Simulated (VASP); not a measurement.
Input of a VASP 6.6.1 run:

Contents of INCAR:

```
SYSTEM = Ge
PREC = Accurate
ENCUT = 520
EDIFF = 1E-7
ISMEAR = 0
SIGMA = 0.15
LREAL = .False.
LASPH = .True.
NELM = 60
ALGO = Fast
ISIF = 2
LWAVE = .False.
LCHARG = .False.
GGA = PS
NBANDS = 36
```

The input KPOINTS:

```
Automatic mesh
0
Gamma
  12 12 8
  0 0 0
```

The input POSCAR:

```
Ge
1.0
    0.0000000000     -2.8378616867     -2.8378616867
    0.0000000000      2.8378616867     -2.8378616867
    5.6757233734      0.0000000000      0.0000000000
Ge
4
Direct
    0.5459026007      0.5032031874      0.0000000000
   -0.0318074810      0.0108919322      0.5000000000
    0.0318074810      0.4967968126      0.2500000000
    0.4540973993     -0.0108919322      0.7500000000
```

Potentials or basis: VASP PAW PBE potentials, release 64 (Ge_d).

Launch:

```console
$ cat potpaw_PBE.64/Ge_d/POTCAR > POTCAR
$ mpirun -np 1 vasp_std > vasp.out
```

Question: What does it give for the pressure?

Answer: -0.3 GPa.

Question: Estimate the largest force.

Answer: 1.051 eV/Å.

Question: What does it give for the band gap on the k mesh?

Answer: Zero (bands 28 and 29 overlap by 0.30 eV).

Stress tensor (GPa, compression positive):
```
-0.20 -2.21 -0.11
-2.21 -0.20  0.31
-0.11  0.31 -0.42
```

Caveat: the cell differs from its parent crystal (atoms displaced along a vibrational mode); semilocal functionals underestimate gaps, so a narrow gap can read as zero; the PAW data sets were made with another functional, which shifts forces and pressure a little.
